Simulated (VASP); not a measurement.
# Hg (I4/mmm) in VASP: notebook

Hg is run at these levels: PBE, LDA; tasks: single point.

All numbers are computed with VASP 6.6.1; they aren't measurements. Logs are shortened: lines on timing, memory, paths and dates and some standing lists are left out, and cuts for length are marked.

## Step 1: The cell of the first run

Symmetry: I4/mmm, No. 139, tetragonal system. Conventional cell: a = 3.753 Å, b = 3.753 Å, c = 3.834 Å, α = 90.00°, β = 90.00°, γ = 90.00°. Within 4.3 Å of Hg (site symmetry 4/mmm) lie 14 Hg at 3.27 to 3.83 Å.

## Step 2: Single point, PBE

File INCAR:

```
SYSTEM = Hg
  PREC = Accurate
  ENCUT = 520
  EDIFF = 1E-7
  ISMEAR = 1
  SIGMA = 0.1
  LREAL = .False.
  LASPH = .True.
  NELM = 80
  ALGO = Fast
  ISIF = 2
  LWAVE = .False.
  LCHARG = .True.
  GGA = PE
  LELF = .True.
  LVHAR = .True.
  NBANDS = 12
```

File KPOINTS:

```
Automatic mesh
0
Gamma
  10 10 10
  0 0 0
```

File POSCAR:

```
Hg
1.0
   -1.8767364354      1.8767364354      1.9168448550
    1.8767364354     -1.8767364354      1.9168448550
    1.8767364354      1.8767364354     -1.9168448550
Hg
1
Direct
    0.5000000000      0.5000000000      0.0000000000
```

Potentials or basis: VASP PAW PBE potentials, release 64 (Hg).

Run with:

```console
> cat potpaw_PBE.64/Hg/POTCAR > POTCAR
> mpirun -np 1 vasp_std > vasp.out
```

OUTCAR:

```text
SYSTEM = Hg
   PREC = Accurate
   ENCUT = 520
   EDIFF = 1E-7
   ISMEAR = 1
   LREAL = .False.
   LASPH = .True.
   NELM = 80
   ISIF = 2
   GGA = PE

 ion  position               nearest neighbor table
   1  0.500  0.500  0.000-

  LATTYP: Found a body centered tetragonal cell.
 ALAT       =     3.7534728708
 C/A-ratio  =     1.0213713651

  Lattice vectors:

 A1 = (  -1.8767364354,   1.8767364354,   1.9168448550)
 A2 = (   1.8767364354,  -1.8767364354,   1.9168448550)
 A3 = (   1.8767364354,   1.8767364354,  -1.9168448550)

Analysis of symmetry for initial positions (statically):
=====================================================================
 Subroutine PRICEL returns:
 Original cell was already a primitive cell.

 Routine SETGRP: Setting up the symmetry group for a
 body centered tetragonal supercell.

 Subroutine GETGRP returns: Found 16 space group operations
 (whereof 16 operations were pure point group operations)
 out of a pool of 16 trial point group operations.

The static configuration has the point symmetry D_4h.

Analysis of symmetry for dynamics (positions and initial velocities):
=====================================================================
 Subroutine PRICEL returns:
 Original cell was already a primitive cell.

 Routine SETGRP: Setting up the symmetry group for a
 body centered tetragonal supercell.

 Subroutine GETGRP returns: Found 16 space group operations
 (whereof 16 operations were pure point group operations)
 out of a pool of 16 trial point group operations.

The dynamic configuration has the point symmetry D_4h.

 Subroutine INISYM returns: Found 16 space group operations
 (whereof 16 operations are pure point group operations),
 and found     1 'primitive' translations

----------------------------------------------------------------------------------------

                                     Primitive cell

  volume of cell :      27.0056

  direct lattice vectors                    reciprocal lattice vectors
    -1.876736435  1.876736435  1.916844855     0.000000000  0.266419935  0.260845315
     1.876736435 -1.876736435  1.916844855     0.266419935  0.000000000  0.260845315
     1.876736435  1.876736435 -1.916844855     0.266419935  0.266419935  0.000000000

  length of vectors
     3.273923257  3.273923257  3.273923257     0.372853672  0.372853672  0.376774686

  position of ions in fractional coordinates (direct lattice)
     0.500000000  0.500000000  0.000000000

[... 77 lines left out ...]
   EDIFFG = 0.1E-05   stopping-criterion for IOM
   NSW    =      0    number of steps for IOM
   IBRION =     -1    ionic relax: 0-MD 1-quasi-New 2-CG
   NFREE  =      0    steps in history (QN), initial steepest desc. (CG)
   ISIF   =      2    stress and relaxation
   ISYM   =      2    0-nonsym 1-usesym 2-fastsym
   POTIM  = 0.5000    time-step for ionic-motion
   TEBEG  =    0.0;   TEEND  =   0.0 temperature during run
   PSTRESS=    0.0 pullay stress
   NELECT =      12.0000    total number of electrons
   NUPDOWN=      -1.0000    fix difference up-down
   EMIN   =  10.00;   EMAX   =-10.00  energy-range for DOS
   EFERMI =   0.00;   METHOD = LEGACY
   ISMEAR =     1;   SIGMA  =   0.10  broadening in eV -4-tet -1-fermi 0-gaus
   EFERMI_NEDOS =   21; number of points for ismear=-14 and -15
   IALGO  =     68    algorithm
   IMIX   =      4    mixing-type and parameters
     AMIX     =   0.40;   BMIX     =  1.00
     AMIX_MAG =   1.60;   BMIX_MAG =  1.00
  volume/ion in A,a.u.               =      27.01       182.24
  Fermi-wavevector in a.u.,A,eV,Ry     =   1.249254  2.360748 21.233735  1.560635
  Thomas-Fermi vector in A             =   2.383303
   LORBIT       =      0    0 simple, 1 ext, 2 COOP (PROOUT), +10 PAW based schemes
   GGA     = PE    functional components
   LHFCALC =     F    Hartree Fock is set to
   AEXX    =    0.0000 exact exchange contribution
   IVDW    =     0    specifies the selected vdW correction
   LEPSILON=     F    determine dielectric tensor
   LRPA    =     F    only Hartree local field effects (RPA)
 non-spin polarized calculation
 RMM-DIIS sequential band-by-band and
 Methfessel and Paxton  Order N= 1 SIGMA  =   0.10
  energy-cutoff  :      520.00
  volume of cell :       27.01
 maximum number of plane-waves:       738
   NGX = 13   NGY = 13   NGZ = 13

 number of electron      11.9999998 magnetization

 Free energy of the ion-electron system (eV)
  ---------------------------------------------------
  ext. energy  EPLUGINS =         0.00000000
  ---------------------------------------------------
  free energy    TOTEN  =        -0.16812780 eV

  energy without entropy =       -0.16769508  energy(sigma->0) =       -0.16798356

 E-fermi :   1.7131     XC(G=0): -10.1214

 val. band max:        1.7030072781   @ k =  -0.4000   0.5000   0.3000
 cond. band min:       1.7546785512   @ k =   0.4000   0.1000   0.1000
 fundamental gap:      0.0516712731
 Fermi energy:         1.7130584051

 k-point     1 :       0.0000    0.0000    0.0000
  band No.  band energies     occupation
      1      -6.2467      2.00000
      2      -4.9558      2.00000
      3      -4.9558      2.00000
      4      -4.9102      2.00000
      5      -4.2789      2.00000
      6      -4.2310      2.00000
      7      16.1335      0.00000
      8      16.2469      0.00000
      9      16.2469      0.00000
     10      16.3221      0.00000
     11      16.7222      0.00000
     12      16.7222      0.00000
[... 331 lines left out ...]
 k-point    24 :       0.4000    0.3000    0.0000
  band No.  band energies     occupation
      1      -5.3094      2.00000
      2      -4.8672      2.00000
      3      -4.6193      2.00000
      4      -4.2565      2.00000
      5      -4.1186      2.00000
      6       0.4869      2.00000
      7       3.3306     -0.00000
      8       4.8707      0.00000
      9      10.9634      0.00000
     10      17.5644      0.00000
     11      18.4522      0.00000
     12      20.2614      0.00000

 [... further k-points ...]
[... 5 lines left out ...]
  --------------------------------------------------------------------------------------
  -------------------------------------------------------------------------------------
  Total        0.2696970      0.2696970      0.2932008      0.0000000     -0.0000000      0.0000000
  in kB       16.0004874     16.0004874     17.3949127      0.0000000     -0.0000000      0.0000000
  external PRESSURE =      16.4652959 kB  Pullay stress =       0.0000000 kB

 VOLUME and BASIS-vectors are now :
 -----------------------------------------------------------------------------
  energy-cutoff  :      520.00
  volume of cell :       27.01
      direct lattice vectors                 reciprocal lattice vectors
    -1.876736435  1.876736435  1.916844855     0.000000000  0.266419935  0.260845315
     1.876736435 -1.876736435  1.916844855     0.266419935  0.000000000  0.260845315
     1.876736435  1.876736435 -1.916844855     0.266419935  0.266419935  0.000000000

 POSITION                                       TOTAL-FORCE (eV/Angst)
 -----------------------------------------------------------------------------------
      0.00000      0.00000      1.91684        -0.000000      0.000000      0.000000
 -----------------------------------------------------------------------------------
    total drift:                               -0.000000      0.000000      0.000000

  FREE ENERGIE OF THE ION-ELECTRON SYSTEM (eV)
  ---------------------------------------------------
  free  energy   TOTEN  =        -0.1681278045 eV

  energy  without entropy=       -0.1676950800  energy(sigma->0) =       -0.16798356
```

OSZICAR:

```text
N       E                     dE             d eps       ncg     rms          rms(c)
DAV:   1     0.743956789813E+02    0.74396E+02   -0.62859E+03  2448   0.940E+02
DAV:   2     0.121507176841E+01   -0.73181E+02   -0.69030E+02  2752   0.228E+02
DAV:   3    -0.184931992204E+00   -0.14000E+01   -0.13975E+01  2852   0.347E+01
DAV:   4    -0.186348774538E+00   -0.14168E-02   -0.14168E-02  2732   0.117E+00
DAV:   5    -0.186350922170E+00   -0.21476E-05   -0.21476E-05  2816   0.435E-02    0.233E+00
RMM:   6    -0.168936974491E+00    0.17414E-01   -0.30924E-02  2465   0.168E+00    0.182E+00
RMM:   7    -0.167998508507E+00    0.93847E-03   -0.43686E-03  2556   0.543E-01    0.842E-01
RMM:   8    -0.168103197789E+00   -0.10469E-03   -0.64295E-04  2553   0.344E-01    0.422E-02
RMM:   9    -0.168122631057E+00   -0.19433E-04   -0.56333E-05  2729   0.727E-02    0.262E-02
RMM:  10    -0.168128050795E+00   -0.54197E-05   -0.16810E-05  2614   0.531E-02    0.644E-03
RMM:  11    -0.168127772614E+00    0.27818E-06   -0.14379E-06  2787   0.116E-02    0.243E-03
RMM:  12    -0.168127804497E+00   -0.31883E-07   -0.90787E-08  1891   0.364E-03
   1 F= -.16812780E+00 E0= -.16798356E+00  d E =-.432725E-03
```

Run time: 44 s. Hardware: 1 thread of AMD EPYC 7R13, shared host; peak memory 0.13 GiB.

Results:

| Property | Result |
| --- | --- |
| Free energy | -0.1681 eV |
| Pressure | 1.6 GPa |
| Band gap on the k mesh | zero (band 6 reaches 4.02 eV, above the bottom of band 7 at 0.90 eV) |

Stress tensor (GPa, compression positive):
```
1.60 0.00 0.00
0.00 1.60 0.00
0.00 0.00 1.74
```

Levels at points of the mesh, in eV from the Fermi level:
```tsv
k point	band 3	band 4	band 5	band 6	band 7	band 8	band 9	band 10
(0.00, 0.00, 0.00)	-6.67	-6.62	-5.99	-5.94	14.42	14.53	14.53	14.61
(0.50, 0.00, 0.00)	-6.04	-5.94	-5.47	-1.53	-0.82	8.91	9.88	13.63
(0.50, 0.50, 0.00)	-5.98	-5.92	-5.46	-1.41	-0.74	8.58	9.52	13.22
(0.50, 0.50, 0.50)	-5.60	-5.58	-5.58	2.31	3.55	3.99	3.99	9.37
```

Caveat: spin-orbit coupling is left out, which moves the levels of the heavy elements.

## Step 3: Single point, LDA

File INCAR:

```
ALGO = Normal ; EDIFF = 1E-6
ENCUT = 520 ; GGA = CA
ISIF = 2 ; ISMEAR = 0
LASPH = T ; LCHARG = F
LREAL = F ; LWAVE = F
NBANDS = 12 ; NELM = 100
PREC = Accurate ; SIGMA = 0.02
```

File KPOINTS:

```
k-points
0
Gamma
  10 10 10
```

POSCAR is that of step 2.

Potentials or basis: VASP PAW LDA potentials, release 64 (Hg).

Run with:

```console
> cat potpaw_LDA.64/Hg/POTCAR > POTCAR
> mpirun -np 1 vasp_std > vasp.out
```

OUTCAR:

```text
EDIFF = 1E-6
   ENCUT = 520
   GGA = CA
   ISIF = 2
   ISMEAR = 0
   LASPH = T
   LREAL = F
   NELM = 100
   PREC = Accurate

 ion  position               nearest neighbor table
   1  0.500  0.500  0.000-

  LATTYP: Found a body centered tetragonal cell.
 ALAT       =     3.7534728708
 C/A-ratio  =     1.0213713651

  Lattice vectors:

 A1 = (  -1.8767364354,   1.8767364354,   1.9168448550)
 A2 = (   1.8767364354,  -1.8767364354,   1.9168448550)
 A3 = (   1.8767364354,   1.8767364354,  -1.9168448550)

Analysis of symmetry for initial positions (statically):
[... 531 lines left out ...]
      7       3.0096      0.00000
      8       4.5521      0.00000
      9      10.6321      0.00000
     10      17.2398      0.00000
     11      18.1353      0.00000
     12      19.9479      0.00000

 [... further k-points ...]
[... 5 lines left out ...]
  --------------------------------------------------------------------------------------
  -------------------------------------------------------------------------------------
  Total       -0.6875878     -0.6875878     -0.6679194      0.0000000      0.0000000      0.0000000
  in kB      -40.7929606    -40.7929606    -39.6260800      0.0000000      0.0000000      0.0000000
  external PRESSURE =     -40.4040004 kB  Pullay stress =       0.0000000 kB

 VOLUME and BASIS-vectors are now :
 -----------------------------------------------------------------------------
  energy-cutoff  :      520.00
  volume of cell :       27.01
      direct lattice vectors                 reciprocal lattice vectors
    -1.876736435  1.876736435  1.916844855     0.000000000  0.266419935  0.260845315
     1.876736435 -1.876736435  1.916844855     0.266419935  0.000000000  0.260845315
     1.876736435  1.876736435 -1.916844855     0.266419935  0.266419935  0.000000000

 POSITION                                       TOTAL-FORCE (eV/Angst)
 -----------------------------------------------------------------------------------
      0.00000      0.00000      1.91684         0.000000     -0.000000      0.000000
 -----------------------------------------------------------------------------------
    total drift:                               -0.000000      0.000000      0.000000

  FREE ENERGIE OF THE ION-ELECTRON SYSTEM (eV)
  ---------------------------------------------------
  free  energy   TOTEN  =        -0.8669474778 eV

  energy  without entropy=       -0.8667347599  energy(sigma->0) =       -0.86684112
```

OSZICAR:

```text
N       E                     dE             d eps       ncg     rms          rms(c)
DAV:   1     0.741596128728E+02    0.74160E+02   -0.62638E+03  2448   0.941E+02
DAV:   2     0.508123126286E+00   -0.73651E+02   -0.69327E+02  2736   0.228E+02
DAV:   3    -0.901447668491E+00   -0.14096E+01   -0.14050E+01  2852   0.347E+01
DAV:   4    -0.902888311483E+00   -0.14406E-02   -0.14406E-02  2736   0.118E+00
DAV:   5    -0.902890497108E+00   -0.21856E-05   -0.21854E-05  2800   0.442E-02    0.236E+00
DAV:   6    -0.870375313925E+00    0.32515E-01   -0.78675E-02  2828   0.305E+00    0.191E+00
DAV:   7    -0.867408320972E+00    0.29670E-02   -0.66125E-03  2768   0.697E-01    0.957E-01
DAV:   8    -0.866944863647E+00    0.46346E-03   -0.62450E-04  2592   0.334E-01    0.251E-02
DAV:   9    -0.866946709629E+00   -0.18460E-05   -0.48792E-06  2800   0.228E-02    0.722E-03
DAV:  10    -0.866947477819E+00   -0.76819E-06   -0.10845E-06  2180   0.134E-02
   1 F= -.86694748E+00 E0= -.86684112E+00  d E =-.212718E-03
```

Wall time 10 s (1 thread of Intel Xeon 6975P-C, shared host); peak memory 0.15 GiB.

Results:

| Item | Value |
| --- | --- |
| Free energy | -0.8669 eV |
| Pressure | -4.0 GPa |
| Band gap on the k mesh | zero (band 6 reaches 3.75 eV, above the bottom of band 7 at 0.56 eV) |

Stress tensor (GPa, compression positive):
```
-4.08  0.00  0.00
 0.00 -4.08  0.00
 0.00  0.00 -3.96
```

Levels at points of the mesh, in eV from the Fermi level:
| k point | band 4 | band 5 | band 6 | band 7 | band 8 | band 9 |
| --- | --- | --- | --- | --- | --- | --- |
| (0.00, 0.00, 0.00) | -6.55 | -5.91 | -5.86 | 14.38 | 14.50 | 14.50 |
| (0.50, 0.00, 0.00) | -5.86 | -5.39 | -1.50 | -0.85 | 8.86 | 9.85 |
| (0.50, 0.50, 0.00) | -5.84 | -5.38 | -1.38 | -0.77 | 8.54 | 9.49 |
| (0.50, 0.50, 0.50) | -5.50 | -5.50 | 2.34 | 3.51 | 3.95 | 3.95 |

Caveat: spin-orbit coupling is left out, which moves the levels of the heavy elements.
